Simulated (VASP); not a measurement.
# Ta4Re4H (P2) in VASP: single point with r2SCAN

Aim: the single point of Ta4Re4H with r2SCAN.

Everything below comes from runs of VASP 6.6.1. Logs are shortened: lines on timing, memory, paths and dates and some standing lists are left out, and cuts for length are marked.

### 1 The cell of the first run

The structure is monoclinic, space group P2 (No. 3). The conventional cell has a = 5.617 Å, b = 4.464 Å, c = 5.630 Å, α = 90.00°, β = 110.50°, γ = 90.00°. Within 2.5 Å of Ta (site symmetry 1) lie 1 H at 1.90 Å. Within 3.6 Å of Ta (site symmetry 1) lie 8 Re at 2.69 to 3.23 Å and 6 Ta at 2.79 to 3.24 Å and 1 H at 2.96 Å. Within 2.4 Å of Re (site symmetry 1) lie 1 H at 1.82 Å. Within 3.7 Å of Re (site symmetry 1) lie 8 Ta at 2.70 to 3.23 Å and 6 Re at 2.78 to 3.27 Å and 2 H at 2.84 to 3.69 Å. H (site symmetry 2) has 2 Re at 1.82 Å and 2 Ta at 1.90 Å within 2.4 Å.

### 2 Single point, r2SCAN

Input file POSCAR:

```
Ta4Re4H
1.0
    3.1993807983     -4.6165069924      0.0000000000
    3.2112406683      4.6242434040      0.0000000000
    0.0000000000      0.0000000000      4.4635898808
Ta Re H
4 4 1
Direct
    0.2454574988      0.2595178412      0.5082133858
    0.2452958599      0.7616397332      0.4982664740
    0.7391975952      0.2558270648      0.5082133858
    0.7393592341      0.7537051728      0.4982664740
   -0.0146306036     -0.0108277741     -0.0070920060
   -0.0007143024      0.5261726801     -0.0070920060
    0.4934485538      0.0108270254     -0.0003308974
    0.4912065402      0.5045178806     -0.0003308974
   -0.0076724530      0.2576724530      0.2241083094
```

Input file INCAR.step1:

```
SYSTEM = Ta4Re4H
ALGO = Normal
EDIFF = 1E-5
ENCUT = 660
GGA = PE
GGA_COMPAT = .False.
ISMEAR = 0
KPAR = 4
LASPH = .True.
LCHARG = .False.
LREAL = .False.
LWAVE = .True.
NBANDS = 46
NELM = 120
PREC = Accurate
SIGMA = 0.1
```

Input file INCAR.step2:

```
SYSTEM = Ta4Re4H
ALGO = Normal
EDIFF = 1E-6
ENCUT = 660
GGA_COMPAT = .False.
ISIF = 2
ISMEAR = 0
ISTART = 1
KPAR = 4
LASPH = .True.
LCHARG = .True.
LMIXTAU = .True.
LREAL = .False.
LVHAR = .True.
LWAVE = .False.
METAGGA = R2SCAN
NBANDS = 46
NELM = 120
PREC = Accurate
SIGMA = 0.1
```

Input file KPOINTS:

```
k-points
0
Gamma
  6 6 8
  0 0 0
```

Potentials or basis: VASP PAW PBE potentials, release 64 (Ta_pv, Re, H).

Launch:

```bash
cat potpaw_PBE.64/Ta_pv/POTCAR potpaw_PBE.64/Re/POTCAR potpaw_PBE.64/H/POTCAR > POTCAR
cp INCAR.step1 INCAR
mpirun -np 4 vasp_std > vasp.out
cp INCAR.step2 INCAR
mpirun -np 4 vasp_std > vasp.out
```

OUTCAR:

```text
SYSTEM = Ta4Re4H
   EDIFF = 1E-6
   ENCUT = 660
   ISIF = 2
   ISMEAR = 0
   ISTART = 1
   LASPH = .True.
   LREAL = .False.
   METAGGA = R2SCAN
   NELM = 120
   PREC = Accurate

 ion  position               nearest neighbor table
   1  0.245  0.260  0.508-   9 1.90   8 2.70   5 2.75   8 2.76   3 2.78   2 2.80   2 2.83   3 2.84
                             5 2.86   4 3.17   7 3.17   6 3.21   7 3.23   4 3.24   6 3.30
   2  0.245  0.762  0.498-   6 2.69   6 2.73   7 2.74   7 2.75   4 2.79   1 2.80   4 2.83   1 2.83
                             5 3.16   3 3.17   5 3.19   8 3.22   8 3.23   3 3.24
   3  0.739  0.256  0.508-   9 1.90   7 2.70   6 2.75   7 2.76   1 2.78   4 2.80   4 2.83   1 2.84
                             6 2.86   2 3.17   8 3.17   5 3.21   8 3.23   2 3.24   5 3.30
   4  0.739  0.754  0.498-   5 2.69   5 2.73   8 2.74   8 2.75   2 2.79   3 2.80   2 2.83   3 2.83
                             6 3.16   1 3.17   6 3.19   7 3.22   7 3.23   1 3.24
   5  0.985  0.989  0.993-   9 1.82   6 2.64   4 2.69   4 2.73   1 2.75   7 2.81   7 2.81   1 2.86
                             6 3.00   8 3.14   2 3.16   2 3.19   3 3.21   8 3.27   3 3.30
   6  0.999  0.526  0.993-   9 1.82   5 2.64   2 2.69   2 2.73   3 2.75   8 2.81   8 2.81   3 2.86
                             5 3.00   7 3.14   4 3.16   4 3.19   1 3.21   7 3.27   1 3.30
   7  0.493  0.011  1.000-   3 2.70   2 2.74   2 2.75   3 2.76   8 2.78   5 2.81   5 2.81   8 2.85
                             6 3.14   1 3.17   4 3.22   4 3.23   1 3.23   6 3.27
   8  0.491  0.505  1.000-   1 2.70   4 2.74   4 2.75   1 2.76   7 2.78   6 2.81   6 2.81   7 2.85
                             5 3.14   3 3.17   2 3.22   2 3.23   3 3.23   5 3.27
   9  0.992  0.258  0.224-   5 1.82   6 1.82   1 1.90   3 1.90

  LATTYP: Found a simple monoclinic cell.
 ALAT       =     5.6167761486
 B/A-ratio  =     0.7946889395
 C/A-ratio  =     1.0023352752
 COS(beta)  =    -0.3501968097

  Lattice vectors:

 A1 = (   3.1993807983,  -4.6165069924,   0.0000000000)
 A2 = (   0.0000000000,   0.0000000000,  -4.4635898808)
 A3 = (   3.2112406683,   4.6242434040,   0.0000000000)

Analysis of symmetry for initial positions (statically):
=====================================================================
 Subroutine PRICEL returns:
 Original cell was already a primitive cell.

 Routine SETGRP: Setting up the symmetry group for a
 simple monoclinic supercell.

 Subroutine GETGRP returns: Found  2 space group operations
 (whereof  1 operations were pure point group operations)
 out of a pool of  4 trial point group operations.

The static configuration has the point symmetry C_1 .
 The point group associated with its full space group is C_2 .

Analysis of symmetry for dynamics (positions and initial velocities):
=====================================================================
 Subroutine PRICEL returns:
 Original cell was already a primitive cell.

 Routine SETGRP: Setting up the symmetry group for a
 simple monoclinic supercell.

 Subroutine GETGRP returns: Found  2 space group operations
 (whereof  1 operations were pure point group operations)
 out of a pool of  4 trial point group operations.

The dynamic configuration has the point symmetry C_1 .
 The point group associated with its full space group is C_2 .

 Subroutine INISYM returns: Found  2 space group operations
 (whereof  1 operations are pure point group operations),
 and found     1 'primitive' translations

----------------------------------------------------------------------------------------

                                     Primitive cell

  volume of cell :     132.2090

  direct lattice vectors                    reciprocal lattice vectors
     3.199380798 -4.616506992  0.000000000     0.156121955 -0.108416692  0.000000000
     3.211240668  4.624243404  0.000000000     0.155860761  0.108016283  0.000000000
     0.000000000  0.000000000  4.463589881     0.000000000  0.000000000  0.224034920

  length of vectors
     5.616776149  5.629892867  4.463589881     0.190074311  0.189631470  0.224034920

  position of ions in fractional coordinates (direct lattice)
     0.245457499  0.259517841  0.508213386
     0.245295860  0.761639733  0.498266474
     0.739197595  0.255827065  0.508213386
     0.739359234  0.753705173  0.498266474
     0.985369396  0.989172226  0.992907994
     0.999285698  0.526172680  0.992907994
     0.493448554  0.010827025  0.999669103
     0.491206540  0.504517881  0.999669103
     0.992327547  0.257672453  0.224108309

  ion indices of the primitive-cell ions
   primitive index   ion index
                 1           1
                 2           2
                 3           3
                 4           4
                 5           5
                 6           6
                 7           7
                 8           8
                 9           9

----------------------------------------------------------------------------------------

 KPOINTS: k-points

Automatic generation of k-mesh.
 Grid dimensions read from file:
 generate k-points for:    6    6    8

 Generating k-lattice:

  Cartesian coordinates                     Fractional coordinates (reciprocal lattice)
     0.026020326 -0.018069449  0.000000000     0.166666667 -0.000000000  0.000000000
     0.025976794  0.018002714  0.000000000     0.000000000  0.166666667  0.000000000
     0.000000000  0.000000000  0.028004365     0.000000000  0.000000000  0.125000000

  Length of vectors
     0.031679052  0.031605245  0.028004365

  Shift w.r.t. Gamma in fractional coordinates (k-lattice)
     0.000000000  0.000000000  0.000000000

 Subroutine IBZKPT returns following result:
 ===========================================

 Found    100 irreducible k-points:

 Following reciprocal coordinates:
            Coordinates               Weight
  0.000000  0.000000  0.000000      1.000000
  0.166667 -0.000000  0.000000      2.000000
  0.333333  0.000000  0.000000      2.000000
  0.500000  0.000000  0.000000      1.000000
  0.000000  0.166667  0.000000      2.000000
  0.166667  0.166667  0.000000      2.000000
[... 16 lines left out ...]
  0.333333  0.000000  0.125000      4.000000
  0.500000  0.000000  0.125000      2.000000
 [... further k-points ...]
   k-points           NKPTS =    100   k-points in BZ     NKDIM =    100   number of bands    NBANDS=     46
   number of dos      NEDOS =    301   number of ions     NIONS =      9
   total plane-waves  NPLWV =  92160
   dimension x,y,z NGX =    48 NGY =   48 NGZ =   40
   dimension x,y,z NGXF=    96 NGYF=   96 NGZF=   80
   ions per type =               4   4   1
   NGX,Y,Z   is equivalent  to a cutoff of  14.21, 14.17, 14.90 a.u.
   NGXF,Y,Z  is equivalent  to a cutoff of  28.41, 28.35, 29.80 a.u.
 SYSTEM =  Ta4Re4H
   PREC   = accura    normal or accurate (medium, high low for compatibility)
   ISTART =      1    job   : 0-new  1-cont  2-samecut
   ICHARG =      0    charge: 1-file 2-atom 10-const
   ISPIN  =      1    spin polarized calculation?
   LNONCOLLINEAR =      F non collinear calculations
   LSORBIT =      F    spin-orbit coupling
   LASPH  =      T    aspherical Exc in radial PAW
   ENCUT  =  660.0 eV  48.51 Ry    6.96 a.u.  11.77 11.79  9.35*2*pi/ulx,y,z
   NELM   =    120;   NELMIN=  2; NELMDL=  0     # of ELM steps
   EDIFF  = 0.1E-05   stopping-criterion for ELM
   LREAL  =      F    real-space projection
   EDIFFG = 0.1E-04   stopping-criterion for IOM
   NSW    =      0    number of steps for IOM
   IBRION =     -1    ionic relax: 0-MD 1-quasi-New 2-CG
   NFREE  =      0    steps in history (QN), initial steepest desc. (CG)
   ISIF   =      2    stress and relaxation
   ISYM   =      2    0-nonsym 1-usesym 2-fastsym
   POTIM  = 0.5000    time-step for ionic-motion
   TEBEG  =    0.0;   TEEND  =   0.0 temperature during run
   PSTRESS=    0.0 pullay stress
   NELECT =      73.0000    total number of electrons
   NUPDOWN=      -1.0000    fix difference up-down
   EMIN   =  10.00;   EMAX   =-10.00  energy-range for DOS
   EFERMI =   0.00;   METHOD = LEGACY
   ISMEAR =     0;   SIGMA  =   0.10  broadening in eV -4-tet -1-fermi 0-gaus
   EFERMI_NEDOS =   21; number of points for ismear=-14 and -15
   IALGO  =     38    algorithm
   IMIX   =      4    mixing-type and parameters
     AMIX     =   0.40;   BMIX     =  1.00
     AMIX_MAG =   1.60;   BMIX_MAG =  1.00
  volume/ion in A,a.u.               =      14.69        99.13
  Fermi-wavevector in a.u.,A,eV,Ry     =   1.343060  2.538016 24.542332  1.803810
  Thomas-Fermi vector in A             =   2.471164
   LORBIT       =      0    0 simple, 1 ext, 2 COOP (PROOUT), +10 PAW based schemes
   METAGGA = R2SCAN    functional components
   LHFCALC =     F    Hartree Fock is set to
   AEXX    =    0.0000 exact exchange contribution
   IVDW    =     0    specifies the selected vdW correction
   LEPSILON=     F    determine dielectric tensor
   LRPA    =     F    only Hartree local field effects (RPA)
 non-spin polarized calculation
 Gauss-broadening in eV      SIGMA  =   0.10
  energy-cutoff  :      660.00
  volume of cell :      132.21
 maximum number of plane-waves:      5122
   NGX = 23   NGY = 23   NGZ = 19

 number of electron      73.0000001 magnetization

 Free energy of the ion-electron system (eV)
  ---------------------------------------------------
  ext. energy  EPLUGINS =         0.00000000
  ---------------------------------------------------
  free energy    TOTEN  =      -408.88800922 eV

  energy without entropy =     -408.86325694  energy(sigma->0) =     -408.87563308

 E-fermi :   7.0501     XC(G=0): -14.3403

 val. band max:        7.0464703493   @ k =   0.3333   0.0000   0.5000
 cond. band min:       7.0520474651   @ k =   0.5000   0.1667   0.3750
 fundamental gap:      0.0055771157
 Fermi energy:         7.0500672944

 k-point     1 :       0.0000    0.0000    0.0000
  band No.  band energies     occupation
      1     -29.1272      2.00000
      2     -29.0124      2.00000
      3     -29.0076      2.00000
      4     -28.6277      2.00000
      5     -28.5178      2.00000
      6     -28.5090      2.00000
[... 38 lines left out ...]
     45      10.1158      0.00000
     46      10.2325      0.00000

 k-point     2 :       0.1667   -0.0000    0.0000
  band No.  band energies     occupation
      1     -29.0761      2.00000
      2     -28.9909      2.00000
      3     -28.9557      2.00000
      4     -28.6199      2.00000
      5     -28.5271      2.00000
      6     -28.5121      2.00000
[... 38 lines left out ...]
     45      10.1554      0.00000
     46      10.3019      0.00000

 k-point     3 :       0.3333    0.0000    0.0000
  band No.  band energies     occupation
      1     -28.9692      2.00000
      2     -28.9502      2.00000
      3     -28.7957      2.00000
      4     -28.5954      2.00000
      5     -28.5540      2.00000
      6     -28.4939      2.00000
[... 38 lines left out ...]
     45      10.0952      0.00000
     46      10.1720      0.00000

 k-point     4 :       0.5000    0.0000    0.0000
  band No.  band energies     occupation
      1     -28.9220      2.00000
      2     -28.9208      2.00000
      3     -28.6130      2.00000
      4     -28.6126      2.00000
      5     -28.5266      2.00000
      6     -28.4796      2.00000
[... 920 lines left out ...]
     45      10.2881      0.00000
     46      10.3465      0.00000

 k-point    23 :       0.3333    0.0000    0.1250
  band No.  band energies     occupation
      1     -28.9694      2.00000
      2     -28.9487      2.00000
      3     -28.7942      2.00000
      4     -28.5985      2.00000
      5     -28.5538      2.00000
      6     -28.4945      2.00000
[... 38 lines left out ...]
     45       9.7695      0.00000
     46      10.1428      0.00000

 k-point    24 :       0.5000    0.0000    0.1250
  band No.  band energies     occupation
      1     -28.9217      2.00000
      2     -28.9203      2.00000
      3     -28.6140      2.00000
      4     -28.6135      2.00000
      5     -28.5265      2.00000
      6     -28.4797      2.00000
[... 38 lines left out ...]
     45       9.6804      0.00000
     46       9.7207      0.00000

 [... further k-points ...]
[... 5 lines left out ...]
  --------------------------------------------------------------------------------------
  -------------------------------------------------------------------------------------
  Total        0.4917750      0.5572370      0.2872042      0.0468801      0.0000000      0.0000000
  in kB        5.9595858      6.7528881      3.4804903      0.5681170      0.0000000      0.0000000
  external PRESSURE =       5.3976547 kB  Pullay stress =       0.0000000 kB

 VOLUME and BASIS-vectors are now :
 -----------------------------------------------------------------------------
  energy-cutoff  :      660.00
  volume of cell :      132.21
      direct lattice vectors                 reciprocal lattice vectors
     3.199380798 -4.616506992  0.000000000     0.156121955 -0.108416692  0.000000000
     3.211240668  4.624243404  0.000000000     0.155860761  0.108016283  0.000000000
     0.000000000  0.000000000  4.463589881     0.000000000  0.000000000  0.224034920

 POSITION                                       TOTAL-FORCE (eV/Angst)
 -----------------------------------------------------------------------------------
      1.61869      0.06692      2.26846        -0.005203     -0.012208      0.022701
      3.23060      2.38960      2.22406         0.014615     -0.003678      0.003397
      3.18650     -2.22950      2.26846         0.005203      0.012208      0.022701
      4.78582      0.07206      2.22406        -0.014615      0.003678      0.003397
      6.32904      0.02521      4.43193        -0.041859     -0.061589     -0.032623
      4.88676     -2.18006      4.43193         0.041859      0.061589     -0.032623
      1.61350     -2.22794      4.46211        -0.001908      0.008949     -0.005387
      3.19169      0.06536      4.46211         0.001908     -0.008949     -0.005387
      4.00228     -3.38955      1.00033         0.000000      0.000000      0.023824
 -----------------------------------------------------------------------------------
    total drift:                                0.000003      0.000000      0.000169

  FREE ENERGIE OF THE ION-ELECTRON SYSTEM (eV)
  ---------------------------------------------------
  free  energy   TOTEN  =      -408.8880092225 eV

  energy  without entropy=     -408.8632569415  energy(sigma->0) =     -408.87563308
```

It took 8.9 min on 4 MPI ranks of AMD EPYC 9R45 (Zen 5), shared host; peak memory 0.83 GiB.

Results:

```yaml
Free_energy: -408.8880 eV
Pressure: 0.5 GPa
Largest_force: 0.081 eV/Å
Band_gap_on_the_k_mesh: zero (an odd number of electrons rules out a gap without spin polarisation)
```

Forces in eV/Å, atoms in the order of the input:
```
Ta  -0.005 -0.012  0.023
Ta   0.015 -0.004  0.003
Ta   0.005  0.012  0.023
Ta  -0.015  0.004  0.003
Re  -0.042 -0.062 -0.033
Re   0.042  0.062 -0.033
Re  -0.002  0.009 -0.005
Re   0.002 -0.009 -0.005
H    0.000  0.000  0.024
```

Levels at points of the mesh, in eV from the Fermi level:
```tsv
k point	band 34	band 35	band 36	band 37	band 38	band 39
(0.00, 0.00, 0.00)	-0.58	-0.46	0.31	0.38	0.62	1.14
(0.50, 0.00, 0.00)	-1.56	-0.83	-0.63	0.45	0.55	0.61
(0.00, 0.50, 0.00)	-1.54	-0.81	-0.62	0.37	0.55	0.58
(0.50, 0.50, 0.00)	-1.16	-0.59	-0.47	-0.30	-0.28	0.41
(0.00, 0.00, 0.50)	-0.12	0.01	0.02	0.40	0.59	0.76
(0.50, 0.00, 0.50)	-2.18	-1.99	-1.54	0.13	0.50	0.65
(0.00, 0.50, 0.50)	-2.17	-1.70	-1.64	0.01	0.29	0.99
(0.50, 0.50, 0.50)	-1.57	-1.24	-1.21	-1.02	-0.91	0.48
```

Caveat: the PAW data sets were made with another functional, which shifts forces and pressure a little; spin-orbit coupling is left out, which moves the levels of the heavy elements.
